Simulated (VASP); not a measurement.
Here is a VASP 6.6.1 calculation.

Contents of INCAR:

```
PREC     = Accurate       # precision mode
ENCUT    = 520            # plane-wave cutoff, eV
EDIFF    = 1E-6           # SCF threshold, eV
ISMEAR   = 0              # smearing method
SIGMA    = 0.2            # smearing width, eV
LREAL    = F              # projectors in reciprocal space
LASPH    = T              # aspherical terms in the spheres
NELM     = 60             # most SCF steps
ALGO     = Normal         # electronic algorithm
ISIF     = 2              # what is computed and relaxed
LWAVE    = F              # write WAVECAR
LCHARG   = F              # write CHGCAR
GGA      = PE             # functional
NBANDS   = 28             # bands
```

The input KPOINTS:

```
regular mesh
0
Gamma
  5 5 2
```

POSCAR

```
Be5Te
1.0
    3.9263429251      0.0000000000      0.0000000000
   -1.9631714626      3.4003127171      0.0000000000
    0.0000000000      0.0000000000     10.8533215894
Be Te
10 2
Direct
    0.0000000000      0.0000000000      0.0000000000
    0.0020135264      0.6690792381      0.8357452942
    0.6670657118      0.9979864736      0.8357452942
    0.6666666667      0.3333333333      0.0001470986
    0.3333333333      0.6666666667     -0.0001470986
    0.3309207619      0.3329342882      0.8357452942
    0.9979864736      0.6670657118      0.1642547058
    0.3329342882      0.3309207619      0.1642547058
    0.6690792381      0.0020135264      0.1642547058
    0.0000000000      0.0000000000      0.5000000000
    0.6666666667      0.3333333333      0.6300200539
    0.3333333333      0.6666666667      0.3699799461
```

Potentials or basis: VASP PAW PBE potentials, release 64 (Be, Te).

Launch:

```console
$ cat potpaw_PBE.64/Be/POTCAR potpaw_PBE.64/Te/POTCAR > POTCAR
$ mpirun -np 1 vasp_std > vasp.out
```

Estimate the band gap on the k mesh.

zero (band 16 reaches 6.97 eV, above the bottom of band 17 at 6.02 eV).

Predict the pressure.

-0.2 GPa.

What does it give for the largest force?

0.018 eV/Å.

Forces in eV/Å, atoms in the order of the input:
```
Be   0.000  0.000  0.000
Be   0.001  0.018 -0.001
Be   0.015 -0.009 -0.001
Be   0.000  0.000 -0.013
Be   0.000  0.000  0.013
Be  -0.015 -0.008 -0.001
Be  -0.015  0.008  0.001
Be   0.001 -0.018  0.001
Be   0.015  0.009  0.001
Be   0.000  0.000  0.000
Te   0.000  0.000  0.017
Te   0.000  0.000 -0.017
```

Caveat: the k points lie up to 0.37 Å⁻¹ apart; spin-orbit coupling is left out, which moves the levels of the heavy elements.
